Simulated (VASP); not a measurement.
Write the native input for VASP 6.6.1 that does the following.

- Task: single point
- Functional: PBEsol
- Potentials or basis: VASP PAW PBE potentials, release 64 (Rh_pv)
- Cutoff: 520 eV
- k mesh: 22 × 22 × 22
- Occupations: gaussian, width 0.15 eV
- Spin: no spin polarisation
- Dipole correction: no
- Further INCAR settings: ALGO = Fast; EDIFF = 1e-07; NBANDS = 14

The structure of Rh lies in POSCAR:

```
Rh
1.0
    0.0000000000      1.8064725000      1.9015500000
    1.8064725000      0.0000000000      1.9015500000
    1.8064725000      1.8064725000      0.0000000000
Rh
1
Direct
    0.0000000000      0.0000000000      0.0000000000
```

This cell differs from its parent crystal: strain -0.050 along x and y, +0.000 along z.

These files were run (other wordings do the same):

INCAR

```
SYSTEM = Rh
ALGO = Fast
EDIFF = 1E-7
ENCUT = 520
GGA = PS
ISIF = 2
ISMEAR = 0
LASPH = .TRUE.
LCHARG = .FALSE.
LREAL = .FALSE.
LWAVE = .FALSE.
NBANDS = 14
NELM = 100
PREC = Accurate
SIGMA = 0.15
```

KPOINTS

```
k-points
0
G
  22 22 22
  0 0 0
```

Potentials or basis: VASP PAW PBE potentials, release 64 (Rh_pv).

Launch:

```bash
$ cat potpaw_PBE.64/Rh_pv/POTCAR > POTCAR
$ mpirun -np 1 vasp_std > vasp.out
```

Results of the run:

```json
{
 "Pressure": "31.4 GPa"
}
```

Caveat: the cell differs from its parent crystal (strain -0.050 along x and y, +0.000 along z); the PAW data sets were made with another functional, which shifts forces and pressure a little.

It took 110 s on 1 thread of Intel Xeon 6975P-C (shared host), peak memory 0.24 GiB.
